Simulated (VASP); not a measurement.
Runs of VASP 6.6.1 on ZrB2. The structure is that of space group P6/mmm (No. 191), or close to it. The cells are those of the table. 

```csv
cell,gap on the mesh (eV),pressure (GPa)
"a = 3.186, b = 3.186, c = 3.331 Å, angles 90.0, 90.0, 120.0°, 3 atoms",none,(c)
"a = 3.123, b = 3.123, c = 3.565 Å, angles 90.0, 90.0, 120.0°, 3 atoms",none,1.7
"a = 3.155, b = 3.155, c = 3.624 Å, angles 90.0, 90.0, 120.0°, 3 atoms",none,-6.8
"a = 3.249, b = 3.250, c = 3.331 Å, angles 90.0, 90.0, 120.0°, 3 atoms",none,(a)
"a = 3.186, b = 3.186, c = 3.448 Å, angles 90.0, 90.0, 120.0°, 3 atoms",none,-0.7
"a = 3.186, b = 3.186, c = 3.624 Å, angles 90.0, 90.0, 120.0°, 3 atoms",none,-11.3
"a = 3.123, b = 3.123, c = 3.507 Å, angles 90.0, 90.0, 120.0°, 3 atoms",none,5.7
"a = 3.060, b = 3.060, c = 3.682 Å, angles 90.0, 90.0, 120.0°, 3 atoms",none,(b)
```

Alike in all rows: task single point; level PBEsol; potentials or basis VASP PAW PBE potentials, release 64 (Zr_sv, B); no spin polarisation; k mesh 15 × 15 × 12; cutoff (eV) 520; smearing gaussian 0.15 eV.

Problem. Fill in the values left out.

Solution. (a) -2.1; (b) 5.1; (c) 8.3.

Caveats: the PAW data sets were made with another functional, which shifts forces and pressure a little; the cell stands under pressure (at least some runs); the cell stands under tension (at least some runs).

A k mesh can miss the band edges, and the runs leave out spin-orbit coupling on Zr.

A gap of «none» marks levels without a gap at the run's occupations.
